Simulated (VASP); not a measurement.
# AlN (F-43m) in VASP: a series of runs, part 2 of 2

VASP 6.6.1. Earlier steps stand in the parts before.

**3. Phonons, r2SCAN**

This run uses another cell than the first one, of 10.43 Å³/atom.

File INCAR:

```
PREC = Accurate ; ENCUT = 520
EDIFF = 1E-8 ; ISMEAR = 0
SIGMA = 0.01 ; LREAL = False
LASPH = True ; NELM = 100
ALGO = Normal ; ISIF = 2
LWAVE = False ; LCHARG = False
METAGGA = R2SCAN ; LMIXTAU = True
NBANDS = 11 ; IBRION = 6
NFREE = 2 ; POTIM = 0.015
NSW = 1
```

File KPOINTS:

```
regular mesh
0
Gamma
  10 10 10
```

File POSCAR:

```
AlN
1.0
    0.0000000000      2.1848997901      2.1848997901
    2.1848997901      0.0000000000      2.1848997901
    2.1848997901      2.1848997901      0.0000000000
Al N
1 1
Direct
    0.0000000000      0.0000000000      0.0000000000
    0.2500000000      0.2500000000      0.2500000000
```

Potentials or basis: VASP PAW PBE potentials, release 64 (Al, N).

Run with:

```bash
$ cat potpaw_PBE.64/Al/POTCAR potpaw_PBE.64/N/POTCAR > POTCAR
$ mpirun -np 1 vasp_std > vasp.out
```

OUTCAR:

```text
PREC = Accurate
   ENCUT = 520
   EDIFF = 1E-8
   ISMEAR = 0
   LREAL = False
   LASPH = True
   NELM = 100
   ISIF = 2
   METAGGA = R2SCAN
   IBRION = 6
   NFREE = 2
   POTIM = 0.015
   NSW = 1

 ion  position               nearest neighbor table
   1  0.000  0.000  0.000-   2 1.89   2 1.89   2 1.89   2 1.89
   2  0.250  0.250  0.250-   1 1.89   1 1.89   1 1.89   1 1.89

  LATTYP: Found a face centered cubic cell.
 ALAT       =     4.3697995802

  Lattice vectors:

 A1 = (   0.0000000000,   2.1848997901,   2.1848997901)
 A2 = (   2.1848997901,   0.0000000000,   2.1848997901)
 A3 = (   2.1848997901,   2.1848997901,   0.0000000000)

Analysis of symmetry for initial positions (statically):
=====================================================================
 Subroutine PRICEL returns:
 Original cell was already a primitive cell.

 Routine SETGRP: Setting up the symmetry group for a
 face centered cubic supercell.

 Subroutine GETGRP returns: Found 24 space group operations
 (whereof 24 operations were pure point group operations)
 out of a pool of 48 trial point group operations.

The static configuration has the point symmetry T_d .

Analysis of symmetry for dynamics (positions and initial velocities):
=====================================================================
 Subroutine PRICEL returns:
 Original cell was already a primitive cell.

 Routine SETGRP: Setting up the symmetry group for a
 face centered cubic supercell.

 Subroutine GETGRP returns: Found 24 space group operations
 (whereof 24 operations were pure point group operations)
 out of a pool of 48 trial point group operations.
[... 312 lines left out ...]
  band No.  band energies     occupation
      1     -10.0531      2.00000
      2       5.6400      2.00000
      3       5.6816      2.00000
      4       5.7223      2.00000
      5      10.5617      0.00000
      6      19.1847      0.00000
      7      19.1903      0.00000
      8      19.1951      0.00000
      9      24.2042      0.00000
     10      24.2052      0.00000
     11      25.8913      0.00000
[... 309 lines left out ...]
 k-point    24 :       0.4000    0.3000    0.0000
  band No.  band energies     occupation
      1      -8.0682      2.00000
      2       1.4843      2.00000
      3       3.9750      2.00000
      4       4.2562      2.00000
      5      11.2479      0.00000
      6      16.0954      0.00000
      7      18.9619      0.00000
      8      21.3639      0.00000
      9      21.9143      0.00000
     10      28.0975      0.00000
     11      30.5764      0.00000

 [... further k-points ...]

------------------------ aborting loop because EDIFF is reached ----------------------------------------

  FORCE on cell =-STRESS in cart. coord.  units (eV):
  Direction    XX          YY          ZZ          XY          YZ          ZX
  --------------------------------------------------------------------------------------
  -------------------------------------------------------------------------------------
  Total       -0.0511726     -0.0454277     -0.0454277      0.0000000      0.1320598      0.0000000
  in kB       -3.9302801     -3.4890459     -3.4890459      0.0000000     10.1427698      0.0000000
  external PRESSURE =      -3.6361240 kB  Pullay stress =       0.0000000 kB
[... 17 lines left out ...]
  FREE ENERGIE OF THE ION-ELECTRON SYSTEM (eV)
  ---------------------------------------------------
  free  energy   TOTEN  =       -19.1780373617 eV

  energy  without entropy=      -19.1780373617  energy(sigma->0) =      -19.17803736

 INTERNAL STRAIN TENSORS FROM DISPLACED ATOMS
 ============================================

 INTERNAL STRAIN TENSOR FOR ION    1 for displacements in x,y,z  (eV/Angst):
          X           Y           Z          XY          YZ          ZX
  --------------------------------------------------------------------------------
  x    -0.00000     0.00000     0.00000     0.00000     8.68716     0.00000
  y     0.00000    -0.00000     0.00000     0.00000     0.00000     8.68716
  z     0.00000     0.00000    -0.00000     8.68716     0.00000     0.00000

 INTERNAL STRAIN TENSOR FOR ION    2 for displacements in x,y,z  (eV/Angst):
          X           Y           Z          XY          YZ          ZX
  --------------------------------------------------------------------------------
  x     0.00000     0.00000     0.00000     0.00000    -8.80361     0.00000
  y    -0.00000    -0.00000    -0.00000     0.00000     0.00000    -8.80361
  z     0.00000     0.00000     0.00000    -8.80361     0.00000     0.00000

 Eigenvectors and eigenvalues of the dynamical matrix
 ----------------------------------------------------

   1 f  =   19.981670 THz   125.548536 2PiTHz  666.516771 cm-1    82.637510 meV
             X         Y         Z           dx          dy          dz
      0.000000  0.000000  0.000000     0.000000    0.581292    0.000000
      1.092450  1.092450  1.092450     0.000000   -0.813695    0.000000
[... 21 lines left out ...]
   6 f/i=    0.078837 THz     0.495350 2PiTHz    2.629732 cm-1     0.326045 meV
             X         Y         Z           dx          dy          dz
      0.000000  0.000000  0.000000     0.000000    0.000000    0.813695
      1.092450  1.092450  1.092450     0.000000    0.000000    0.581292

 ELASTIC MODULI CONTR FROM IONIC RELAXATION (kBar)
 Direction    XX          YY          ZZ          XY          YZ          ZX
 --------------------------------------------------------------------------------
 XX          -0.0000     -0.0000     -0.0000      0.0000      0.0000     -0.0000
 YY          -0.0000     -0.0000     -0.0000      0.0000      0.0000     -0.0000
 ZZ          -0.0000     -0.0000     -0.0000      0.0000      0.0000     -0.0000
 XY           0.0000      0.0000      0.0000   -391.1287     -0.0000     -0.0000
 YZ           0.0000      0.0000      0.0000     -0.0000   -391.1287     -0.0000
 ZX          -0.0000     -0.0000     -0.0000     -0.0000     -0.0000   -391.1287
 --------------------------------------------------------------------------------
```

stdout:

```text
POSCAR found type information on POSCAR AlN
 POSCAR found :  2 types and       2 ions
 scaLAPACK will be used
 -----------------------------------------------------------------------------
|                                                                             |
|                                                                             |
|     You enforced a specific xc type in the INCAR file but a different       |
|     I HOPE YOU KNOW WHAT YOU ARE DOING!                                     |
|                                                                             |
 -----------------------------------------------------------------------------

 LDA part: xc-table for (None), standard interpolation
 POSCAR, INCAR and KPOINTS ok, starting setup
 FFT: planning ... GRIDC
 FFT: planning ... GRID_SOFT
 FFT: planning ... GRID
 WAVECAR not read
 entering main loop
 Found     2 degrees of freedom:
 Finite differences POTIM= 0.01500 DOF=   2
 bond charge predicted
 Finite differences progress:
 bond charge predicted
 Finite differences progress:
 bond charge predicted
 Finite differences progress:
 bond charge predicted
 Finite differences progress:
```

It took 10 min on 1 thread of Intel Xeon 8259CL, shared host; peak memory 0.2 GiB.

Results:

```yaml
Highest_phonon_frequency_at_Γ_LO-TO_splitting_left_out: 667 cm⁻¹
```

Phonon frequencies in cm⁻¹ (negative: imaginary):
```
              q point           frequencies
(0.000, 0.000, 0.000)  -3 -3 -3 667 667 667
```

Caveat: the PAW data sets were made with another functional, which shifts forces and pressure a little.

**4. Phonons, r2SCAN (10.59 Å³/atom)**

This run uses another cell than the first one, of 10.59 Å³/atom.

File INCAR:

```
SYSTEM = AlN
  PREC = Accurate
  ENCUT = 520
  EDIFF = 1E-8
  ISMEAR = 0
  SIGMA = 0.01
  LREAL = .False.
  LASPH = .True.
  NELM = 60
  ALGO = Normal
  ISIF = 2
  LWAVE = .False.
  LCHARG = .False.
  METAGGA = R2SCAN
  LMIXTAU = .True.
  IBRION = 6
  NFREE = 2
  POTIM = 0.015
  NSW = 1
```

File KPOINTS:

```
regular mesh
0
Gamma
  10 10 10
  0 0 0
```

File POSCAR:

```
AlN
1.0
    0.0000000000      2.1957701173      2.1957701173
    2.1957701173      0.0000000000      2.1957701173
    2.1957701173      2.1957701173      0.0000000000
Al N
1 1
Direct
    0.0000000000      0.0000000000      0.0000000000
    0.2500000000      0.2500000000      0.2500000000
```

Potentials or basis: VASP PAW PBE potentials, release 64 (Al, N).

Run with:

```bash
$ cat potpaw_PBE.64/Al/POTCAR potpaw_PBE.64/N/POTCAR > POTCAR
$ mpirun -np 1 vasp_std > vasp.out
```

OUTCAR:

```text
SYSTEM = AlN
   PREC = Accurate
   ENCUT = 520
   EDIFF = 1E-8
   ISMEAR = 0
   LREAL = .False.
   LASPH = .True.
   NELM = 60
   ISIF = 2
   METAGGA = R2SCAN
   IBRION = 6
   NFREE = 2
   POTIM = 0.015
   NSW = 1

 ion  position               nearest neighbor table
   1  0.000  0.000  0.000-   2 1.90   2 1.90   2 1.90   2 1.90
   2  0.250  0.250  0.250-   1 1.90   1 1.90   1 1.90   1 1.90

[... 649 lines left out ...]
  x     0.00000    -0.00000    -0.00000     0.00000     7.87183     0.00000
  y    -0.00000     0.00000    -0.00000     0.00000     0.00000     7.87183
  z    -0.00000    -0.00000     0.00000     7.87183     0.00000     0.00000

 INTERNAL STRAIN TENSOR FOR ION    2 for displacements in x,y,z  (eV/Angst):
          X           Y           Z          XY          YZ          ZX
  --------------------------------------------------------------------------------
  x    -0.00000    -0.00000    -0.00000     0.00000    -7.99110     0.00000
  y     0.00000    -0.00000     0.00000     0.00000     0.00000    -7.99110
  z    -0.00000    -0.00000    -0.00000    -7.99110     0.00000     0.00000

 Eigenvectors and eigenvalues of the dynamical matrix
 ----------------------------------------------------

   1 f  =   19.554558 THz   122.864913 2PiTHz  652.269852 cm-1    80.871118 meV
             X         Y         Z           dx          dy          dz
      0.000000  0.000000  0.000000    -0.000000   -0.581167   -0.000000
      1.097885  1.097885  1.097885     0.000000    0.813785   -0.000000
[... 21 lines left out ...]
   6 f/i=    0.080166 THz     0.503701 2PiTHz    2.674064 cm-1     0.331542 meV
             X         Y         Z           dx          dy          dz
      0.000000  0.000000  0.000000    -0.004752    0.202762    0.788106
      1.097885  1.097885  1.097885    -0.003394    0.144803    0.562828

 ELASTIC MODULI CONTR FROM IONIC RELAXATION (kBar)
 Direction    XX          YY          ZZ          XY          YZ          ZX
 --------------------------------------------------------------------------------
 XX          -0.0000     -0.0000     -0.0000     -0.0000     -0.0000      0.0000
 YY          -0.0000     -0.0000     -0.0000     -0.0000     -0.0000     -0.0000
 ZZ          -0.0000     -0.0000     -0.0000     -0.0000     -0.0000      0.0000
 XY          -0.0000     -0.0000     -0.0000   -330.9927      0.0000      0.0000
 YZ          -0.0000     -0.0000     -0.0000      0.0000   -330.9927      0.0000
 ZX           0.0000     -0.0000      0.0000      0.0000      0.0000   -330.9927
 --------------------------------------------------------------------------------
```

OSZICAR:

```text
N       E                     dE             d eps       ncg     rms          rms(c)
DAV:   1     0.501458937359E+01    0.50146E+01   -0.41299E+03   776   0.845E+02
DAV:   2    -0.229783749619E+02   -0.27993E+02   -0.26339E+02  1024   0.148E+02
DAV:   3    -0.234939198124E+02   -0.51554E+00   -0.51554E+00   848   0.258E+01
DAV:   4    -0.234956737699E+02   -0.17540E-02   -0.17540E-02  1128   0.146E+00
[... 75 lines left out ...]
DAV:   8    -0.191746556890E+02    0.16533E-05   -0.42829E-06  3304   0.260E-02    0.412E-03
DAV:   9    -0.191746555774E+02    0.11163E-06   -0.53909E-07  3400   0.985E-03    0.104E-03
DAV:  10    -0.191746555677E+02    0.96506E-08   -0.13525E-07  2968   0.484E-03    0.803E-04
DAV:  11    -0.191746555796E+02   -0.11929E-07   -0.13743E-08  3040   0.158E-03    0.515E-04
DAV:  12    -0.191746555801E+02   -0.50750E-09   -0.13980E-09  1576   0.468E-04
   5 F= -.19174656E+02 E0= -.19174656E+02  d E =-.615705E-22
```

stdout:

```text
POSCAR found type information on POSCAR AlN
 POSCAR found :  2 types and       2 ions
 scaLAPACK will be used
 -----------------------------------------------------------------------------
|                                                                             |
|                                                                             |
|     You enforced a specific xc type in the INCAR file but a different       |
|     I HOPE YOU KNOW WHAT YOU ARE DOING!                                     |
|                                                                             |
 -----------------------------------------------------------------------------

 LDA part: xc-table for (None), standard interpolation
 POSCAR, INCAR and KPOINTS ok, starting setup
 FFT: planning ... GRIDC
 FFT: planning ... GRID_SOFT
 FFT: planning ... GRID
 WAVECAR not read
 entering main loop
 Found     2 degrees of freedom:
 Finite differences POTIM= 0.01500 DOF=   2
 bond charge predicted
 Finite differences progress:
 bond charge predicted
 Finite differences progress:
 bond charge predicted
 Finite differences progress:
 bond charge predicted
 Finite differences progress:
```

Run time: 6.9 min. Hardware: 1 thread of Intel Xeon 8259CL, shared host; peak memory 0.19 GiB.

What came out:

```yaml
Highest_phonon_frequency_at_Γ_LO-TO_splitting_left_out: 652 cm⁻¹
```

Phonon frequencies in cm⁻¹ (negative: imaginary):
```csv
q point,frequencies
"(0.000, 0.000, 0.000)",-3 -3 -3 652 652 652
```

Caveat: the cell stands under pressure or tension, which shifts response properties; the PAW data sets were made with another functional, which shifts forces and pressure a little.
